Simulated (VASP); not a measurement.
# CoSn (P6/mmm) in VASP: further runs

The runs below take CoSn through single point, with PBEsol.

Everything below comes from runs of VASP 6.6.1. Logs are shortened: lines on timing, memory, paths and dates and some standing lists are left out, and cuts for length are marked.

### 1 The cell of the first run

It takes space group P6/mmm (No. 191, hexagonal). The conventional cell has a = 4.907 Å, b = 4.907 Å, c = 4.315 Å, α = 90.00°, β = 90.00°, γ = 120.00°. Co (site symmetry mmm) has 6 Sn at 2.45 to 2.58 Å and 4 Co at 2.45 Å within 3.2 Å. Sn (site symmetry -6m2) has 6 Co at 2.58 Å and 3 Sn at 2.83 Å within 3.4 Å. Within 3.2 Å of Sn (site symmetry 6/mmm) lie 6 Co at 2.45 Å.

### 2 Single point, PBEsol (biaxial strain in the a-b plane: -6.0 %, then relaxed in part)

Contents of INCAR:

```
SYSTEM = CoSn
PREC     = Accurate       ! precision mode
ENCUT    = 520            ! plane-wave cutoff, eV
EDIFF    = 1E-7           ! SCF threshold, eV
ISMEAR   = 0              ! smearing method
SIGMA    = 0.1            ! smearing width, eV
LREAL    = .False.        ! projectors in reciprocal space
LASPH    = .True.         ! aspherical terms in the spheres
NELM     = 60             ! most SCF steps
ALGO     = Fast           ! electronic algorithm
ISIF     = 2              ! what is computed and relaxed
LWAVE    = .False.        ! write WAVECAR
LCHARG   = .False.        ! write CHGCAR
GGA      = PS             ! functional
NBANDS   = 44             ! bands
```

Contents of KPOINTS:

```
regular mesh
0
Gamma
  12 12 8
  0 0 0
```

Contents of POSCAR:

```
CoSn
1.0
    4.9065328659      0.0000000000      0.0000000000
   -2.4532664329      4.2491821064      0.0000000000
    0.0000000000      0.0000000000      4.3154362038
Co Sn
3 3
Direct
    0.0000000000      0.5000000000      0.0000000000
    0.5000000000      0.5000000000      0.0000000000
    0.5000000000      0.0000000000      0.0000000000
    0.6666666667      0.3333333333      0.5000000000
    0.3333333333      0.6666666667      0.5000000000
    0.0000000000      0.0000000000      0.0000000000
```

Potentials or basis: VASP PAW PBE potentials, release 64 (Co, Sn_d).

Command:

```console
$ cat potpaw_PBE.64/Co/POTCAR potpaw_PBE.64/Sn_d/POTCAR > POTCAR
$ mpirun -np 1 vasp_std > vasp.out
```

OUTCAR:

```text
SYSTEM = CoSn
   PREC = Accurate
   ENCUT = 520
   EDIFF = 1E-7
   ISMEAR = 0
   LREAL = .False.
   LASPH = .True.
   NELM = 60
   ISIF = 2
   GGA = PS

 ion  position               nearest neighbor table
   1  0.000  0.500  0.000-   6 2.45   6 2.45   2 2.45   2 2.45   3 2.45   3 2.45   5 2.58   5 2.58
                             4 2.58   4 2.58
   2  0.500  0.500  0.000-   3 2.45   3 2.45   1 2.45   1 2.45   6 2.45   6 2.45   5 2.58   5 2.58
                             4 2.58   4 2.58
   3  0.500  0.000  0.000-   2 2.45   2 2.45   6 2.45   6 2.45   1 2.45   1 2.45   5 2.58   5 2.58
                             4 2.58   4 2.58
   4  0.667  0.333  0.500-   3 2.58   3 2.58   1 2.58   1 2.58   2 2.58   2 2.58   5 2.83   5 2.83
                             5 2.83   6 3.56   6 3.56   6 3.56   6 3.56   6 3.56   6 3.56
   5  0.333  0.667  0.500-   3 2.58   3 2.58   1 2.58   1 2.58   2 2.58   2 2.58   4 2.83   4 2.83
                             4 2.83   6 3.56   6 3.56   6 3.56   6 3.56   6 3.56   6 3.56
   6  0.000  0.000  0.000-   1 2.45   1 2.45   3 2.45   3 2.45   2 2.45   2 2.45   5 3.56   4 3.56
                             5 3.56   4 3.56   4 3.56   4 3.56   5 3.56   5 3.56   4 3.56   5 3.56

  LATTYP: Found a hexagonal cell.
 ALAT       =     4.9065328659
 C/A-ratio  =     0.8795286451

  Lattice vectors:

 A1 = (   4.9065328659,   0.0000000000,   0.0000000000)
 A2 = (  -2.4532664329,   4.2491821064,   0.0000000000)
 A3 = (   0.0000000000,   0.0000000000,   4.3154362038)

Analysis of symmetry for initial positions (statically):
=====================================================================
 Subroutine PRICEL returns:
 Original cell was already a primitive cell.

 Routine SETGRP: Setting up the symmetry group for a
 hexagonal supercell.

 Subroutine GETGRP returns: Found 24 space group operations
 (whereof 24 operations were pure point group operations)
 out of a pool of 24 trial point group operations.

The static configuration has the point symmetry D_6h.

Analysis of symmetry for dynamics (positions and initial velocities):
=====================================================================
 Subroutine PRICEL returns:
 Original cell was already a primitive cell.

 Routine SETGRP: Setting up the symmetry group for a
 hexagonal supercell.

 Subroutine GETGRP returns: Found 24 space group operations
 (whereof 24 operations were pure point group operations)
 out of a pool of 24 trial point group operations.

The dynamic configuration has the point symmetry D_6h.

 Subroutine INISYM returns: Found 24 space group operations
 (whereof 24 operations are pure point group operations),
[... 104 lines left out ...]
   EDIFF  = 0.1E-06   stopping-criterion for ELM
   LREAL  =      F    real-space projection
   EDIFFG = 0.1E-05   stopping-criterion for IOM
   NSW    =      0    number of steps for IOM
   IBRION =     -1    ionic relax: 0-MD 1-quasi-New 2-CG
   NFREE  =      0    steps in history (QN), initial steepest desc. (CG)
   ISIF   =      2    stress and relaxation
   ISYM   =      2    0-nonsym 1-usesym 2-fastsym
   POTIM  = 0.5000    time-step for ionic-motion
   TEBEG  =    0.0;   TEEND  =   0.0 temperature during run
   PSTRESS=    0.0 pullay stress
   NELECT =      69.0000    total number of electrons
   NUPDOWN=      -1.0000    fix difference up-down
   EMIN   =  10.00;   EMAX   =-10.00  energy-range for DOS
   EFERMI =   0.00;   METHOD = LEGACY
   ISMEAR =     0;   SIGMA  =   0.10  broadening in eV -4-tet -1-fermi 0-gaus
   EFERMI_NEDOS =   21; number of points for ismear=-14 and -15
   IALGO  =     68    algorithm
   IMIX   =      4    mixing-type and parameters
     AMIX     =   0.40;   BMIX     =  1.00
     AMIX_MAG =   1.60;   BMIX_MAG =  1.00
  volume/ion in A,a.u.               =      15.00       101.19
  Fermi-wavevector in a.u.,A,eV,Ry     =   1.498498  2.831751 30.551847  2.245497
  Thomas-Fermi vector in A             =   2.610250
   LORBIT       =      0    0 simple, 1 ext, 2 COOP (PROOUT), +10 PAW based schemes
   GGA     = PS    functional components
   LHFCALC =     F    Hartree Fock is set to
   AEXX    =    0.0000 exact exchange contribution
   IVDW    =     0    specifies the selected vdW correction
   LEPSILON=     F    determine dielectric tensor
   LRPA    =     F    only Hartree local field effects (RPA)
 non-spin polarized calculation
 RMM-DIIS sequential band-by-band and
 Gauss-broadening in eV      SIGMA  =   0.10
  energy-cutoff  :      520.00
  volume of cell :       89.97
 maximum number of plane-waves:      2445
   NGX = 19   NGY = 19   NGZ = 17

 number of electron      68.9999996 magnetization

 Free energy of the ion-electron system (eV)
  ---------------------------------------------------
  ext. energy  EPLUGINS =         0.00000000
  ---------------------------------------------------
  free energy    TOTEN  =       -36.10205550 eV

  energy without entropy =      -36.07342180  energy(sigma->0) =      -36.08773865

 E-fermi :  11.5558     XC(G=0): -12.5725

 val. band max:       11.5533696778   @ k =   0.2500   0.0833   0.5000
 cond. band min:      11.5580382829   @ k =   0.3333   0.2500   0.3750
 fundamental gap:      0.0046686051
 Fermi energy:        11.5558289810

 k-point     1 :       0.0000    0.0000    0.0000
  band No.  band energies     occupation
      1      -9.9881      2.00000
      2      -9.9881      2.00000
      3      -9.9138      2.00000
      4      -9.8437      2.00000
      5      -9.8437      2.00000
      6      -9.7925      2.00000
[... 1117 lines left out ...]
     43      17.1660      0.00000
     44      18.4607      0.00000

 [... further k-points ...]
[... 5 lines left out ...]
  --------------------------------------------------------------------------------------
  -------------------------------------------------------------------------------------
  Total       15.1148122     15.1148122     -0.0510758      0.0000000      0.0000000     -0.0000000
  in kB      269.1587984    269.1587984     -0.9095381      0.0000000      0.0000000     -0.0000000
  external PRESSURE =     179.1360196 kB  Pullay stress =       0.0000000 kB

 VOLUME and BASIS-vectors are now :
 -----------------------------------------------------------------------------
  energy-cutoff  :      520.00
  volume of cell :       89.97
      direct lattice vectors                 reciprocal lattice vectors
     4.906532866  0.000000000  0.000000000     0.203809906  0.117669704  0.000000000
    -2.453266433  4.249182106  0.000000000     0.000000000  0.235339408  0.000000000
     0.000000000  0.000000000  4.315436204     0.000000000  0.000000000  0.231726285

 POSITION                                       TOTAL-FORCE (eV/Angst)
 -----------------------------------------------------------------------------------
     -1.22663      2.12459      0.00000        -0.000000      0.000000      0.000000
      1.22663      2.12459      0.00000        -0.000000      0.000000      0.000000
      2.45327      0.00000      0.00000        -0.000000      0.000000      0.000000
      2.45327      1.41639      2.15772         0.000000      0.000000     -0.000000
     -0.00000      2.83279      2.15772        -0.000000     -0.000000      0.000000
      0.00000      0.00000      0.00000        -0.000000      0.000000      0.000000
 -----------------------------------------------------------------------------------
    total drift:                                0.000000      0.000000     -0.000000

  FREE ENERGIE OF THE ION-ELECTRON SYSTEM (eV)
  ---------------------------------------------------
  free  energy   TOTEN  =       -36.1020555001 eV

  energy  without entropy=      -36.0734217987  energy(sigma->0) =      -36.08773865
```

OSZICAR:

```text
N       E                     dE             d eps       ncg     rms          rms(c)
DAV:   1     0.700362120978E+03    0.70036E+03   -0.31010E+04  8456   0.257E+03
DAV:   2     0.712638389176E+02   -0.62910E+03   -0.60868E+03  8360   0.612E+02
DAV:   3    -0.337443707141E+02   -0.10501E+03   -0.10211E+03  8484   0.229E+02
[... 11 lines left out ...]
RMM:  15    -0.361020544992E+02   -0.53404E-05   -0.59355E-05 15147   0.371E-02    0.492E-03
RMM:  16    -0.361020550867E+02   -0.58746E-06   -0.11224E-05 13313   0.187E-02    0.414E-03
RMM:  17    -0.361020553631E+02   -0.27647E-06   -0.47896E-06 11631   0.120E-02    0.195E-03
RMM:  18    -0.361020554694E+02   -0.10627E-06   -0.16863E-06 10560   0.576E-03    0.836E-04
RMM:  19    -0.361020555001E+02   -0.30684E-07   -0.36566E-07  6351   0.388E-03
   1 F= -.36102056E+02 E0= -.36087739E+02  d E =-.286337E-01
```

Wall time 3.7 min (1 thread of Intel Xeon 6975P-C (Granite Rapids), shared host); peak memory 0.41 GiB.

What came out:

```
Free energy            : -36.1021 eV
Pressure               : 17.9 GPa
Band gap on the k mesh : zero (an odd number of electrons rules out a gap without spin polarisation)
```

Stress tensor (GPa, compression positive):
```
26.92  0.00  0.00
 0.00 26.92  0.00
 0.00  0.00 -0.09
```

Caveat: the cell differs from its parent crystal (biaxial strain in the a-b plane: -6.0 %, then relaxed in part); the cell stands under pressure; the PAW data sets were made with another functional, which shifts forces and pressure a little; spin-orbit coupling is left out, which moves the levels of the heavy elements; the run has no spin polarisation, though such a crystal can be magnetic. Spin polarisation is off, so any magnetic state and its effect on volume and gap are missing.

[end of part 1 of 2]
